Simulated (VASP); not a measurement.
# SnSe (Fm-3m) in VASP: settings compared

SnSe is run at these levels: BLYP+D3(BJ), PBEsol; tasks: relaxation of cell and atoms, single point.

Everything below comes from runs of VASP 6.6.1. Logs are shortened: lines on timing, memory, paths and dates and some standing lists are left out, and cuts for length are marked.

### 1 The cell of the first run

The structure is cubic, space group Fm-3m (No. 225). Conventional cell: a = 6.020 Å, b = 6.020 Å, c = 6.020 Å, α = 90.00°, β = 90.00°, γ = 90.00°. Sn (site symmetry m-3m) has 6 Se at 3.01 Å within 4.0 Å. Se (site symmetry m-3m) has 6 Sn at 3.01 Å within 4.0 Å.

### 2 Relaxation of cell and atoms, BLYP+D3(BJ)

Contents of INCAR:

```
PREC = Accurate
ENCUT = 600
EDIFF = 1E-6
ISMEAR = -1
SIGMA = 0.05
LREAL = F
LASPH = T
NELM = 60
ALGO = Normal
ISIF = 3
LWAVE = F
LCHARG = F
GGA = B5
ALDAX = 1.0
AGGAX = 1.0
AGGAC = 1.0
ALDAC = 0.0
IVDW = 12
VDW_S6 = 1.0
VDW_S8 = 2.6996
VDW_A1 = 0.4298
VDW_A2 = 4.2359
IBRION = 2
NSW = 80
EDIFFG = -0.005
```

Contents of KPOINTS:

```
regular mesh
0
Gamma
  8 8 8
```

Contents of POSCAR:

```
SnSe
1.0
    0.0000000000      3.0100000000      3.0100000000
    3.0100000000      0.0000000000      3.0100000000
    3.0100000000      3.0100000000      0.0000000000
Sn Se
1 1
Direct
    0.0000000000      0.0000000000      0.0000000000
    0.5000000000      0.5000000000      0.5000000000
```

Potentials or basis: VASP PAW PBE potentials, release 64 (Sn_d, Se).

Run with:

```sh
$ cat potpaw_PBE.64/Sn_d/POTCAR potpaw_PBE.64/Se/POTCAR > POTCAR
$ mpirun -np 1 vasp_std > vasp.out
```

OUTCAR:

```text
PREC = Accurate
   ENCUT = 600
   EDIFF = 1E-6
   ISMEAR = -1
   LREAL = F
   LASPH = T
   NELM = 60
   ISIF = 3
   GGA = B5
   IVDW = 12
   IBRION = 2
   NSW = 80
   EDIFFG = -0.005
 IVDW          = 12

 ion  position               nearest neighbor table
   1  0.000  0.000  0.000-   2 3.01   2 3.01   2 3.01   2 3.01   2 3.01   2 3.01
   2  0.500  0.500  0.500-   1 3.01   1 3.01   1 3.01   1 3.01   1 3.01   1 3.01

  LATTYP: Found a face centered cubic cell.
 ALAT       =     6.0200000000

  Lattice vectors:

 A1 = (   0.0000000000,   3.0100000000,   3.0100000000)
 A2 = (   3.0100000000,   0.0000000000,   3.0100000000)
 A3 = (   3.0100000000,   3.0100000000,   0.0000000000)

Analysis of symmetry for initial positions (statically):
=====================================================================
 Subroutine PRICEL returns:
 Original cell was already a primitive cell.

 Routine SETGRP: Setting up the symmetry group for a
 face centered cubic supercell.

 Subroutine GETGRP returns: Found 48 space group operations
[... 9 lines left out ...]

 Routine SETGRP: Setting up the symmetry group for a
 face centered cubic supercell.

 Subroutine GETGRP returns: Found 48 space group operations
[... 11 lines left out ...]
                                     Primitive cell

  volume of cell :      54.5418

  direct lattice vectors                    reciprocal lattice vectors
     0.000000000  3.010000000  3.010000000    -0.166112957  0.166112957  0.166112957
     3.010000000  0.000000000  3.010000000     0.166112957 -0.166112957  0.166112957
     3.010000000  3.010000000  0.000000000     0.166112957  0.166112957 -0.166112957

  length of vectors
     4.256782823  4.256782823  4.256782823     0.287716081  0.287716081  0.287716081

  position of ions in fractional coordinates (direct lattice)
     0.000000000  0.000000000  0.000000000
     0.500000000  0.500000000  0.500000000

  ion indices of the primitive-cell ions
   primitive index   ion index
                 1           1
                 2           2

----------------------------------------------------------------------------------------

 KPOINTS: regular mesh

Automatic generation of k-mesh.
 Grid dimensions read from file:
 generate k-points for:    8    8    8

 Generating k-lattice:

  Cartesian coordinates                     Fractional coordinates (reciprocal lattice)
    -0.020764120  0.020764120  0.020764120     0.125000000  0.000000000  0.000000000
     0.020764120 -0.020764120  0.020764120     0.000000000  0.125000000  0.000000000
     0.020764120  0.020764120 -0.020764120     0.000000000  0.000000000  0.125000000

  Length of vectors
     0.035964510  0.035964510  0.035964510

  Shift w.r.t. Gamma in fractional coordinates (k-lattice)
     0.000000000  0.000000000  0.000000000

 Subroutine IBZKPT returns following result:
 ===========================================

 Found     29 irreducible k-points:

 Following reciprocal coordinates:
            Coordinates               Weight
  0.000000  0.000000  0.000000      1.000000
  0.125000  0.000000  0.000000      8.000000
  0.250000  0.000000  0.000000      8.000000
  0.375000  0.000000  0.000000      8.000000
  0.500000  0.000000  0.000000      4.000000
  0.125000  0.125000  0.000000      6.000000
[... 16 lines left out ...]
  0.500000  0.250000  0.125000     48.000000
 -0.375000  0.250000  0.125000     24.000000
 [... further k-points ...]
   k-points           NKPTS =     29   k-points in BZ     NKDIM =     29   number of bands    NBANDS=     14
   number of dos      NEDOS =    301   number of ions     NIONS =      2
   total plane-waves  NPLWV =  46656
   dimension x,y,z NGX =    36 NGY =   36 NGZ =   36
   dimension x,y,z NGXF=    72 NGYF=   72 NGZF=   72
   ions per type =               1   1
   NGX,Y,Z   is equivalent  to a cutoff of  14.06, 14.06, 14.06 a.u.
   NGXF,Y,Z  is equivalent  to a cutoff of  28.12, 28.12, 28.12 a.u.
 SYSTEM =  unknown system
   PREC   = accura    normal or accurate (medium, high low for compatibility)
   ISTART =      0    job   : 0-new  1-cont  2-samecut
   ICHARG =      2    charge: 1-file 2-atom 10-const
   ISPIN  =      1    spin polarized calculation?
   LNONCOLLINEAR =      F non collinear calculations
   LSORBIT =      F    spin-orbit coupling
   LASPH  =      T    aspherical Exc in radial PAW
   ENCUT  =  600.0 eV  44.10 Ry    6.64 a.u.   8.50  8.50  8.50*2*pi/ulx,y,z
   NELM   =     60;   NELMIN=  2; NELMDL= -5     # of ELM steps
   EDIFF  = 0.1E-05   stopping-criterion for ELM
   LREAL  =      F    real-space projection
   EDIFFG = -.5E-02   stopping-criterion for IOM
   NSW    =     80    number of steps for IOM
   IBRION =      2    ionic relax: 0-MD 1-quasi-New 2-CG
   NFREE  =      1    steps in history (QN), initial steepest desc. (CG)
   ISIF   =      3    stress and relaxation
   ISYM   =      2    0-nonsym 1-usesym 2-fastsym
   POTIM  = 0.5000    time-step for ionic-motion
   TEBEG  =    0.0;   TEEND  =   0.0 temperature during run
   PSTRESS=    0.0 pullay stress
   NELECT =      20.0000    total number of electrons
   NUPDOWN=      -1.0000    fix difference up-down
   EMIN   =  10.00;   EMAX   =-10.00  energy-range for DOS
   EFERMI =   0.00;   METHOD = LEGACY
   ISMEAR =    -1;   SIGMA  =   0.05  broadening in eV -4-tet -1-fermi 0-gaus
   EFERMI_NEDOS =   21; number of points for ismear=-14 and -15
   IALGO  =     38    algorithm
   IMIX   =      4    mixing-type and parameters
     AMIX     =   0.40;   BMIX     =  1.00
     AMIX_MAG =   1.60;   BMIX_MAG =  1.00
  volume/ion in A,a.u.               =      27.27       184.03
  Fermi-wavevector in a.u.,A,eV,Ry     =   1.171768  2.214321 18.681350  1.373040
  Thomas-Fermi vector in A             =   2.308207
   LORBIT       =      0    0 simple, 1 ext, 2 COOP (PROOUT), +10 PAW based schemes
   GGA     = B5    functional components
   LHFCALC =     F    Hartree Fock is set to
   AEXX    =    0.0000 exact exchange contribution
   IVDW    =    12    specifies the selected vdW correction
   LEPSILON=     F    determine dielectric tensor
   LRPA    =     F    only Hartree local field effects (RPA)
 conjugate gradient relaxation of ions
 non-spin polarized calculation
  energy-cutoff  :      600.00
  volume of cell :       54.54
 maximum number of plane-waves:      1841
 NGX is ok and might be reduce to    36
   NGX = 17   NGY = 17   NGZ = 17

 number of electron      19.9999999 magnetization

 Free energy of the ion-electron system (eV)
  ---------------------------------------------------
  ext. energy  EPLUGINS =         0.00000000
  ---------------------------------------------------
  free energy    TOTEN  =        -6.99030337 eV

  energy without entropy =       -6.99014871  energy(sigma->0) =       -6.99022604

 E-fermi :   6.3282     XC(G=0):  -8.9854

 val. band max:        6.1316862330   @ k =   0.5000   0.0000   0.0000
 cond. band min:       6.5276659390   @ k =   0.5000   0.0000   0.0000
 fundamental gap:      0.3959797061
 Fermi energy:         6.3282219445

 k-point     1 :       0.0000    0.0000    0.0000
  band No.  band energies     occupation
      1     -15.5967      2.00000
      2     -15.5967      2.00000
      3     -15.5947      2.00000
      4     -15.5947      2.00000
      5     -15.5947      2.00000
      6      -7.8407      2.00000
      7       0.8371      2.00000
      8       3.8298      2.00000
      9       3.8298      2.00000
     10       3.8298      2.00000
     11      10.2370      0.00000
     12      10.2370      0.00000
     13      10.2370      0.00000
     14      12.1197      0.00000

 k-point     2 :       0.1250    0.0000    0.0000
  band No.  band energies     occupation
      1     -15.5976      2.00000
      2     -15.5976      2.00000
      3     -15.5943      2.00000
      4     -15.5930      2.00000
      5     -15.5930      2.00000
      6      -7.7330      2.00000
      7       0.2812      2.00000
      8       3.8533      2.00000
      9       3.8533      2.00000
     10       4.2725      2.00000
     11       9.4461      0.00000
     12       9.5540      0.00000
     13       9.5540      0.00000
     14      12.1295      0.00000

 k-point     3 :       0.2500    0.0000    0.0000
  band No.  band energies     occupation
      1     -15.6004      2.00000
      2     -15.6004      2.00000
      3     -15.5934      2.00000
      4     -15.5886      2.00000
      5     -15.5886      2.00000
      6      -7.4433      2.00000
      7      -0.7707      2.00000
      8       3.9290      2.00000
      9       3.9290      2.00000
     10       5.0229      2.00000
     11       8.1907      0.00000
     12       8.4380      0.00000
     13       8.4381      0.00000
     14      12.4676      0.00000
[... 324 lines left out ...]
 k-point    23 :       0.5000    0.2500    0.1250
  band No.  band energies     occupation
      1     -15.6091      2.00000
      2     -15.5987      2.00000
      3     -15.5924      2.00000
      4     -15.5848      2.00000
      5     -15.5824      2.00000
      6      -6.9190      2.00000
      7      -1.4259      2.00000
      8       2.3916      2.00000
      9       3.2129      2.00000
     10       4.9958      2.00000
     11       7.4316      0.00000
     12       8.8351      0.00000
     13      10.0545      0.00000
     14      12.3417      0.00000

 k-point    24 :      -0.3750    0.2500    0.1250
  band No.  band energies     occupation
      1     -15.6099      2.00000
      2     -15.5998      2.00000
      3     -15.5898      2.00000
      4     -15.5861      2.00000
      5     -15.5810      2.00000
      6      -6.7807      2.00000
      7      -1.6521      2.00000
      8       2.3676      2.00000
      9       2.8737      2.00000
     10       5.2061      2.00000
     11       7.0834      0.00000
     12       9.1306      0.00000
     13       9.9620      0.00000
     14      13.4671      0.00000

 [... further k-points ...]

------------------------ aborting loop because EDIFF is reached ----------------------------------------

 Edisp (eV)   -1.63556

 E8    (eV) :    -1.2210

  FORCE on cell =-STRESS in cart. coord.  units (eV):
  Direction    XX          YY          ZZ          XY          YZ          ZX
  --------------------------------------------------------------------------------------
  -------------------------------------------------------------------------------------
  Total      -0.00138    -0.00138    -0.00138     0.00000    -0.00000     0.00000
  in kB      -0.04058    -0.04058    -0.04058     0.00000    -0.00000     0.00000
  external pressure =       -0.04 kB  Pullay stress =        0.00 kB

 VOLUME and BASIS-vectors are now :
 -----------------------------------------------------------------------------
  energy-cutoff  :      600.00
  volume of cell :       54.54
      direct lattice vectors                 reciprocal lattice vectors
     0.000000000  3.010000000  3.010000000    -0.166112957  0.166112957  0.166112957
     3.010000000  0.000000000  3.010000000     0.166112957 -0.166112957  0.166112957
     3.010000000  3.010000000  0.000000000     0.166112957  0.166112957 -0.166112957

 POSITION                                       TOTAL-FORCE (eV/Angst)
 -----------------------------------------------------------------------------------
      0.00000      0.00000      0.00000        -0.000000      0.000000     -0.000000
      3.01000      3.01000      3.01000         0.000000      0.000000      0.000000
 -----------------------------------------------------------------------------------
    total drift:                               -0.000000      0.000000      0.000000

  FREE ENERGIE OF THE ION-ELECTRON SYSTEM (eV)
  ---------------------------------------------------
  free  energy   TOTEN  =        -8.6258586868 eV

  energy  without entropy=       -8.6257040319  energy(sigma->0) =       -8.62578136

 reached required accuracy - stopping structural energy minimisation
```

Run time: 63 s. Hardware: 1 thread of Intel Xeon 8259CL, shared host; peak memory 0.22 GiB.

Results:

- Free energy: -8.6259 eV
- Pressure after relaxing: 0.0 GPa
- Band gap on the k mesh: 0.40 eV, direct
- Dispersion energy per atom: -0.818 eV

Final structure:
```cif
data_structure
_symmetry_space_group_name_H-M 'P 1'
_symmetry_Int_Tables_number 1
_cell_length_a 4.2568
_cell_length_b 4.2568
_cell_length_c 4.2568
_cell_angle_alpha 60.000
_cell_angle_beta 60.000
_cell_angle_gamma 60.000
_cell_volume 54.54
loop_
_atom_site_label
_atom_site_type_symbol
_atom_site_fract_x
_atom_site_fract_y
_atom_site_fract_z
_atom_site_occupancy
Sn1 Sn 0.00000 0.00000 0.00000 1
Se1 Se 0.50000 0.50000 0.50000 1
```

Caveat: the relaxation stopped at its first step, so nothing moved; the PAW data sets were made with another functional, which shifts forces and pressure a little; spin-orbit coupling is left out, which moves the levels of the heavy elements. A k mesh can miss the band edges.

### 3 Single point, PBEsol, non-collinear spin, zero start, spin-orbit coupling

Contents of INCAR:

```
ALGO = Normal
EDIFF = 1E-6
ENCUT = 520
GGA = PS
GGA_COMPAT = False
ISIF = 2
ISMEAR = -1
LASPH = True
LCHARG = False
LORBIT = 11
LORBMOM = True
LREAL = False
LSORBIT = True
LWAVE = False
MAGMOM = 0 0 0 0 0 0
NBANDS = 32
NELM = 150
PREC = Accurate
SIGMA = 0.05
```

Contents of KPOINTS:

```
k-points
0
Gamma
  6 6 6
```

POSCAR is that of step 2.

Potentials or basis: VASP PAW PBE potentials, release 64 (Sn_d, Se).

Run with:

```sh
$ cat potpaw_PBE.64/Sn_d/POTCAR potpaw_PBE.64/Se/POTCAR > POTCAR
$ mpirun -np 1 vasp_ncl > vasp.out
```

OUTCAR:

```text
EDIFF = 1E-6
   ENCUT = 520
   GGA = PS
   ISIF = 2
   ISMEAR = -1
   LASPH = True
   LORBIT = 11
   LREAL = False
   LSORBIT = True
   NELM = 150
   PREC = Accurate

 ion  position               nearest neighbor table
   1  0.000  0.000  0.000-   2 3.01   2 3.01   2 3.01   2 3.01   2 3.01   2 3.01
   2  0.500  0.500  0.500-   1 3.01   1 3.01   1 3.01   1 3.01   1 3.01   1 3.01

  LATTYP: Found a face centered cubic cell.
 ALAT       =     6.0200000000

  Lattice vectors:

 A1 = (   0.0000000000,   3.0100000000,   3.0100000000)
 A2 = (   3.0100000000,   0.0000000000,   3.0100000000)
 A3 = (   3.0100000000,   3.0100000000,   0.0000000000)

Analysis of symmetry for initial positions (statically):
=====================================================================
 Subroutine PRICEL returns:
 Original cell was already a primitive cell.

 Routine SETGRP: Setting up the symmetry group for a
 face centered cubic supercell.

 Subroutine GETGRP returns: Found 48 space group operations
[... 9 lines left out ...]

 Routine SETGRP: Setting up the symmetry group for a
[... 802 lines left out ...]
     0.0000000     0.0000000     0.0000000     0.0000000     0.0000000     0.0000000     0.0000000
     0.0000000     0.0000000     0.0000000     0.0000000     0.0000000     0.0000000     0.0000000
     0.0000000     0.0000000     0.0000000     0.0000000     0.0000000     0.0000000     0.0000000
     0.0000000     0.0000000     0.0000000     0.0000000     0.0000000     0.0000000     0.0000000
     0.0000000     0.0000000     0.0000000     0.0000000     0.0000000     0.0000000     0.0000000
     0.0000000     0.0000000     0.0000000     0.0000000     0.0000000     0.0000000     0.0000000

 Ion:    2  E_soc:     -0.0425887
 l=   1
     0.0000000    -0.0071073    -0.0071073
    -0.0071073     0.0000000    -0.0071073
    -0.0071073    -0.0071073     0.0000000
 l=   2
     0.0000000    -0.0000017     0.0000000    -0.0000017     0.0000109
    -0.0000017     0.0000000     0.0000082    -0.0000017     0.0000027
     0.0000000     0.0000082     0.0000000     0.0000082     0.0000000
    -0.0000017    -0.0000017     0.0000082     0.0000000     0.0000027
     0.0000109     0.0000027     0.0000000     0.0000027     0.0000000
 l=   3
     0.0000000     0.0000000     0.0000000     0.0000000     0.0000000     0.0000000     0.0000000
     0.0000000     0.0000000     0.0000000     0.0000000     0.0000000     0.0000000     0.0000000
     0.0000000     0.0000000     0.0000000     0.0000000     0.0000000     0.0000000     0.0000000
     0.0000000     0.0000000     0.0000000     0.0000000     0.0000000     0.0000000     0.0000000
     0.0000000     0.0000000     0.0000000     0.0000000     0.0000000     0.0000000     0.0000000
     0.0000000     0.0000000     0.0000000     0.0000000     0.0000000     0.0000000     0.0000000
     0.0000000     0.0000000     0.0000000     0.0000000     0.0000000     0.0000000     0.0000000

 total charge

# of ion       s       p       d       tot
------------------------------------------
    1        1.371   0.681   9.990  12.041
    2        1.484   2.266   0.026   3.776
--------------------------------------------------
tot          2.855   2.947  10.016  15.817

 magnetization (x)

# of ion       s       p       d       tot
------------------------------------------
    1       -0.000   0.000  -0.000  -0.000
    2        0.000   0.000  -0.000   0.000
--------------------------------------------------
tot         -0.000   0.000  -0.000  -0.000

 magnetization (y)

# of ion       s       p       d       tot
------------------------------------------
    1       -0.000   0.000   0.000  -0.000
    2       -0.000  -0.000  -0.000  -0.000
--------------------------------------------------
tot         -0.000  -0.000  -0.000  -0.000

 magnetization (z)

# of ion       s       p       d       tot
------------------------------------------
    1        0.000   0.000   0.000   0.000
    2        0.000  -0.000  -0.000  -0.000
--------------------------------------------------
tot          0.000  -0.000   0.000  -0.000
```

OSZICAR:

```text
N       E                     dE             d eps       ncg     rms          rms(c)
DAV:   1     0.186165117612E+03    0.18617E+03   -0.92291E+03  1096   0.156E+03
DAV:   2     0.169827069564E+02   -0.16918E+03   -0.16223E+03  1032   0.467E+02
DAV:   3    -0.807480812216E+01   -0.25058E+02   -0.24590E+02  1248   0.143E+02
DAV:   4    -0.918699711310E+01   -0.11122E+01   -0.11109E+01  1200   0.322E+01
DAV:   5    -0.921924358033E+01   -0.32246E-01   -0.32245E-01  1488   0.567E+00    0.307E+00
DAV:   6    -0.906074582023E+01    0.15850E+00   -0.32566E-01  1392   0.442E+00    0.185E+00
DAV:   7    -0.905794621869E+01    0.27996E-02   -0.70724E-02  1296   0.137E+00    0.920E-01
DAV:   8    -0.905767815200E+01    0.26807E-03   -0.44367E-03  1208   0.587E-01    0.458E-01
DAV:   9    -0.905777275624E+01   -0.94604E-04   -0.47678E-04  1200   0.188E-01    0.752E-02
DAV:  10    -0.905774431166E+01    0.28445E-04   -0.27950E-04  1400   0.136E-01    0.298E-02
DAV:  11    -0.905775534694E+01   -0.11035E-04   -0.48363E-05  1176   0.539E-02    0.453E-03
DAV:  12    -0.905775581582E+01   -0.46888E-06   -0.26743E-06  1136   0.119E-02
   1 F= -.90577558E+01 E0= -.90577410E+01  d E =-.295592E-04  mag=     0.0000     0.0000     0.0000
```

stdout:

```text
POSCAR found type information on POSCAR SnSe
 POSCAR found :  2 types and       2 ions
 scaLAPACK will be used
 -----------------------------------------------------------------------------
|                                                                             |
|                                                                             |
|     You enforced a specific xc type in the INCAR file but a different       |
|     I HOPE YOU KNOW WHAT YOU ARE DOING!                                     |
|                                                                             |
 -----------------------------------------------------------------------------

 LDA part: xc-table for (Slater+PW92), standard interpolation
 POSCAR, INCAR and KPOINTS ok, starting setup
 FFT: planning ... GRIDC
 FFT: planning ... GRID_SOFT
 FFT: planning ... GRID
 WAVECAR not read
 entering main loop
```

Wall time 1.7 min (1 thread of Intel Xeon 8259CL, shared host); peak memory 0.32 GiB.

What came out:

```yaml
Free_energy: -9.0578 eV
Pressure: -2.3 GPa
Net_moment: 0.00 μB per cell
Valence_electrons_inside_the_program's_atomic_spheres: Sn 12.04; Se 3.78
```

Moments on the atoms (μB; x, y, z):
```
Sn  0.00 0.00 0.00
Se  0.00 0.00 0.00
```

Caveat: the PAW data sets were made with another functional, which shifts forces and pressure a little.
